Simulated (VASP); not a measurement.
Runs of VASP 6.6.1 on ZnO. The structure is that of space group Fm-3m (No. 225), or close to it. The cells are those of the table. 

```tsv
level	cell	smearing	gap on the mesh (eV)	pressure (GPa)
r2SCAN	a = 3.077, b = 3.077, c = 3.018 Å, angles 60.6, 60.6, 58.7°, 2 atoms	gaussian 0.01 eV	1.26	-5.1
PBE	a = 2.843 Å, angles 60.0°, 2 atoms	fermi-dirac 0.02 eV	1.84	63.4
PBE	a = 3.077, b = 3.077, c = 3.018 Å, angles 60.6, 60.6, 58.7°, 2 atoms	fermi-dirac 0.02 eV	0.65	(b)
PBE	a = 3.018, b = 3.018, c = 2.971 Å, angles 60.5, 60.5, 61.0°, 2 atoms	fermi-dirac 0.02 eV	0.89	9.1
r2SCAN	a = 2.843 Å, angles 60.0°, 2 atoms	gaussian 0.01 eV	(c)	54.4
r2SCAN	a = 3.018, b = 3.018, c = 2.971 Å, angles 60.5, 60.5, 61.0°, 2 atoms	gaussian 0.01 eV	1.52	(a)
```

Alike in all rows: task single point; potentials or basis VASP PAW PBE potentials, release 64 (Zn, O); no spin polarisation; k mesh 10 × 10 × 10; cutoff (eV) 520.

Question: Estimate the missing entries.

Answer: (a) 1.4; (b) 2.3; (c) 2.52.

Caveats: the PAW data sets were made with another functional, which shifts forces and pressure a little (at least some runs); the cell stands under pressure (at least some runs); the cell stands under tension (at least some runs).

A k mesh can miss the band edges.
